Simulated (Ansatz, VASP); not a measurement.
**C in VASP and in Ansatz**

Contents of INCAR:

```
SYSTEM = C
PREC = Accurate
ENCUT = 520
EDIFF = 1E-7
ISMEAR = 0
SIGMA = 0.05
LREAL = .False.
LASPH = .True.
NELM = 60
ALGO = Normal
ISIF = 2
LWAVE = .False.
LCHARG = .False.
GGA = PE
IVDW = 12
NBANDS = 11
```

Contents of KPOINTS:

```
Automatic mesh
0
Gamma
  15 15 15
  0 0 0
```

Contents of POSCAR:

```
C
1.0
    1.2222513345      0.7056671370      3.3330408480
   -1.2222513345      0.7056671370      3.3330408480
    0.0000000000     -1.4113342740      3.3330408480
C
2
Direct
    0.1741331993      0.1741331993      0.1741331993
    0.8258668007      0.8258668007      0.8258668007
```

Input for Ansatz:

```yaml
crystal:
  lattice:
    - [1.2222513345, 0.705667137, 3.333040848]
    - [-1.2222513345, 0.705667137, 3.333040848]
    - [0.0, -1.411334274, 3.333040848]
  atoms:
    - { symbol: C, position: [0.1741331993, 0.1741331993, 0.1741331993] }
    - { symbol: C, position: [0.8258668007, 0.8258668007, 0.8258668007] }
basis:
  ecutwfc: 520.0
kpoints:
  mp_grid: { grid: [15, 15, 15] }
hamiltonian:
  xc: pbe
  pseudopotentials: { kind: paw, azcp: { folder: soft_1 } }
  dispersion: d3bj
scf:
  occupations: { method: gaussian, width: 0.05 }
output:
  forces: true
  stress: true
  eigenvalues: true
```

Change from the starting cell: mode 4 frozen in at +0.076 Å, equal normal strain along x, y and z -0.0083.

Alike in both runs: task single point; functional PBE; dispersion D3(BJ); k mesh 15 × 15 × 15; occupations gaussian, width 0.05 eV; no spin polarisation.

|  | VASP | Ansatz |
| --- | --- | --- |
| version | VASP 6.6.1 | Ansatz 0.2.0 |
| potentials or method | VASP PAW PBE potentials, release 64 (C), cutoff 520 eV | scalar-relativistic, plane waves, PAW |
| valence electrons in the cell | 8 | 8 |

Ansatz gave:

```
gap on the k mesh at the Fermi level (eV)                     : 0.46
least direct gap on the mesh (eV)                             : 0.46
pressure (GPa)                                                : 6.3
traceless stress, the component that is largest in VASP (GPa) : -9.37
rms of the force components (eV/Å)                            : 1.446
```

Problem. Estimate VASP's values.

Solution. gap on the k mesh at the Fermi level (eV): 0.46; least direct gap on the mesh (eV): 0.46; pressure (GPa): 6.8; traceless stress, the component that is largest in VASP (GPa): -9.92; rms of the force components (eV/Å): 1.441.

Atom by atom the forces differ by 0.006 eV/Å (rms over components).
